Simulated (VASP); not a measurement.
**Sn: single point with r2SCAN**

The system is Sn.

```
Sn
1.0
    -1.70320    1.75155    2.30674
     1.70320   -1.75155    2.30674
     1.70320    1.75155   -2.30674
Sn
1
Direct
  0.00000 0.00000 0.00000
```

| Property | Result |
| --- | --- |
| Program | VASP 6.6.1 |
| Task | single point |
| Functional | r2SCAN |
| Potentials or basis | VASP PAW PBE potentials, release 64 (Sn_d) |
| Cutoff | 520 eV |
| k mesh | 11 × 11 × 11 |
| Occupations | fermi-dirac, width 0.05 eV |
| Spin | no spin polarisation |

```json
{"Pressure": "-0.3 GPa", "Band gap on the k mesh": "zero (band 7 reaches 15.75 eV, above the bottom of band 8 at 5.97 eV)"}
```

Stress tensor (GPa, compression positive):
```
 0.33  0.00  0.00
 0.00 -1.23  0.00
 0.00  0.00 -0.01
```

Levels at points of the mesh, in eV from the Fermi level:
```tsv
k point	band 4	band 5	band 6	band 7	band 8	band 9	band 10	band 11
(0.00, 0.00, 0.00)	-22.19	-22.14	-11.61	7.83	7.97	8.46	11.35	11.88
```

It took 3.1 min on 1 thread of AMD EPYC 9R45 96-Core Processor (Zen 5), on a shared host, peak memory 0.19 GiB.

Caveat: the PAW data sets were made with another functional, which shifts forces and pressure a little; spin-orbit coupling is left out, which moves the levels of the heavy elements.
